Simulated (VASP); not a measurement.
A run of VASP 6.6.1 is set up as follows.

INCAR

```
SYSTEM = Ge
PREC = Accurate ; ENCUT = 600
EDIFF = 1E-6 ; ISMEAR = 0
SIGMA = 0.1 ; LREAL = .FALSE.
LASPH = .TRUE. ; NELM = 100
ALGO = Normal ; ISIF = 3
LWAVE = .FALSE. ; LCHARG = .FALSE.
GGA = PE ; IBRION = 2
NSW = 100 ; EDIFFG = -0.01
```

File KPOINTS:

```
regular mesh
0
G
  10 10 10
  0 0 0
```

Contents of POSCAR:

```
Ge
1.0
   -3.4448719546      3.4448719546      3.4448719546
    3.4448719546     -3.4448719546      3.4448719546
    3.4448719546      3.4448719546     -3.4448719546
Ge
4
Direct
    0.7500000000      0.7500000000      0.7500000000
    0.5000000000      0.0000000000      0.7500000000
    0.0000000000      0.7500000000      0.5000000000
    0.7500000000      0.5000000000      0.0000000000
```

Potentials or basis: VASP PAW PBE potentials, release 64 (Ge_d).

Launch:

```bash
$ cat potpaw_PBE.64/Ge_d/POTCAR > POTCAR
$ mpirun -np 1 vasp_std > vasp.out
```

Problem. Estimate the relaxed volume.

Solution. 41.43 Å³/atom.

Problem. Predict the band gap on the k mesh.

Solution. Zero (band 28 reaches 1.06 eV, above the bottom of band 29 at -0.13 eV).

Problem. Predict the relaxed cell.

Solution. a = 5.993 Å, b = 5.993 Å, c = 5.993 Å, α = 109.47°, β = 109.47°, γ = 109.47°.

Final structure:
```
Ge
1.0
    -3.46016    3.46016    3.46016
     3.46016   -3.46016    3.46016
     3.46016    3.46016   -3.46016
Ge
4
Direct
  0.75000 0.75000 0.75000
  0.50000 0.00000 0.75000
  0.00000 0.75000 0.50000
  0.75000 0.50000 0.00000
```
